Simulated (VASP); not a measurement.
A run of VASP 6.6.1:

The input INCAR:

```
SYSTEM = ZnGa2F
PREC     = Accurate       ! precision mode
ENCUT    = 520            ! plane-wave cutoff, eV
EDIFF    = 1E-6           ! SCF threshold, eV
ISMEAR   = 0              ! smearing method
SIGMA    = 0.1            ! smearing width, eV
LREAL    = .FALSE.        ! projectors in reciprocal space
LASPH    = .TRUE.         ! aspherical terms in the spheres
NELM     = 100            ! most SCF steps
ALGO     = Normal         ! electronic algorithm
ISIF     = 2              ! what is computed and relaxed
LWAVE    = .FALSE.        ! write WAVECAR
LCHARG   = .TRUE.         ! write CHGCAR
GGA      = PE             ! functional
LELF     = .TRUE.         ! ELF
LVHAR    = .TRUE.       
NBANDS   = 30             ! bands
```

Contents of KPOINTS:

```
Automatic mesh
0
G
  4 4 4
  0 0 0
```

POSCAR

```
ZnGa2F
1.0
    3.8374339600      0.0000000000      0.0000000000
    0.0000000000      3.8374339600      0.0000000000
    0.0000000000      0.0000000000      4.0816444400
Zn Ga F
1 2 1
Direct
    0.5000000000      0.5000000000      0.0000000000
    0.5000000000      0.0000000000      0.5000000000
    0.0000000000      0.5000000000      0.5000000000
    0.0000000000      0.0000000000      0.0000000000
```

Potentials or basis: VASP PAW PBE potentials, release 64 (Zn, Ga_d, F).

Command:

```bash
$ cat potpaw_PBE.64/Zn/POTCAR potpaw_PBE.64/Ga_d/POTCAR potpaw_PBE.64/F/POTCAR > POTCAR
$ mpirun -np 1 vasp_std > vasp.out
```

Hardware: 1 thread of Intel(R) Xeon(R) Platinum 8259CL CPU @ 2.50GHz (Skylake/Cascade Lake), with other jobs on the host.

**Question.** Estimate the wall time of this run.

**Answer.** Run time: 27 s on 1 thread of Intel(R) Xeon(R) Platinum 8259CL CPU @ 2.50GHz (Skylake/Cascade Lake), on a shared host, peak memory 0.19 GiB. Counts: scf iterations 13, k points 18.
